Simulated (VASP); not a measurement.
A run of VASP 6.6.1 is set up as follows.

File INCAR:

```
SYSTEM = LiPd2N3
ALGO = Normal
EDIFF = 1E-7
EDIFFG = -0.04
ENCUT = 600
GGA = PE
IBRION = 2
ISIF = 3
ISMEAR = 0
LASPH = .True.
LCHARG = .False.
LREAL = .False.
LWAVE = .False.
NELM = 100
NSW = 90
PREC = Accurate
SIGMA = 0.1
```

Contents of KPOINTS:

```
k-points
0
Gamma
  4 4 4
  0 0 0
```

File POSCAR:

```
LiPd2N3
1.0
    4.0161457100      0.0000000000      0.0000000000
    0.0000000000      4.0161457100      0.0000000000
    0.0000000000      0.0000000000      4.3190317000
Li Pd N
1 2 3
Direct
    0.5000000000      0.5000000000      0.5000000000
    0.0000000000      0.0000000000      0.2467919100
    0.0000000000      0.0000000000      0.7532080900
    0.0000000000      0.5000000000      0.0000000000
    0.5000000000      0.0000000000      0.0000000000
    0.5000000000      0.5000000000      0.0000000000
```

Potentials or basis: VASP PAW PBE potentials, release 64 (Li_sv, Pd, N).

Run with:

```sh
$ cat potpaw_PBE.64/Li_sv/POTCAR potpaw_PBE.64/Pd/POTCAR potpaw_PBE.64/N/POTCAR > POTCAR
$ mpirun -np 1 vasp_std > vasp.out
```

(1) Estimate the space group after relaxing (to 0.1 Å).

(2) Estimate the band gap on the k mesh.

(3) Estimate the relaxed cell.

Answers

(1) P4/mmm (No. 123).

(2) zero (bands 19 and 20 overlap by 1.18 eV).

(3) a = 3.653 Å, b = 3.653 Å, c = 5.163 Å, α = 90.00°, β = 90.00°, γ = 90.00°.

Caveat: the k points lie up to 0.43 Å⁻¹ apart in the final cell, too coarse for converged energies and pressures of a metal; a cell axis changed by over 15 % at a fixed basis, so the end point is rough.
